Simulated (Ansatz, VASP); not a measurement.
# One calculation of W, two programs

```
CELL_PARAMETERS angstrom
0.00000 2.00384 2.00384
2.00384 0.00000 2.00384
2.00384 2.00384 0.00000
ATOMIC_POSITIONS crystal
W 0.00000 0.00000 0.00000
```

Alike in both runs: task relaxation of cell and atoms; functional PBE; dispersion D3(BJ); k mesh 18 × 18 × 18; occupations gaussian, width 0.1 eV; no spin polarisation.

|  | VASP | Ansatz |
| --- | --- | --- |
| version | VASP 6.6.1 | Ansatz 0.2.0 |
| potentials or method | VASP PAW PBE potentials, release 64 (W_sv), cutoff 600 eV | scalar-relativistic, plane waves, PAW |
| valence electrons in the cell | 14 | 14 |

VASP gave:

| Property | Result |
| --- | --- |
| gap on the k mesh at the Fermi level, each at its own relaxed structure (eV) | none |
| relaxed volume (Å³/atom) | 16.10 |
| relaxed cell length with the largest relative difference (Å) | 2.834 |

**Question.** Estimate Ansatz's values.

**Answer.** gap on the k mesh at the Fermi level, each at its own relaxed structure (eV): none; relaxed volume (Å³/atom): 16.06; relaxed cell length with the largest relative difference (Å): 2.832.

A gap of «none» marks a metal or a gap that the smearing closes.

Spin-orbit coupling is off throughout.
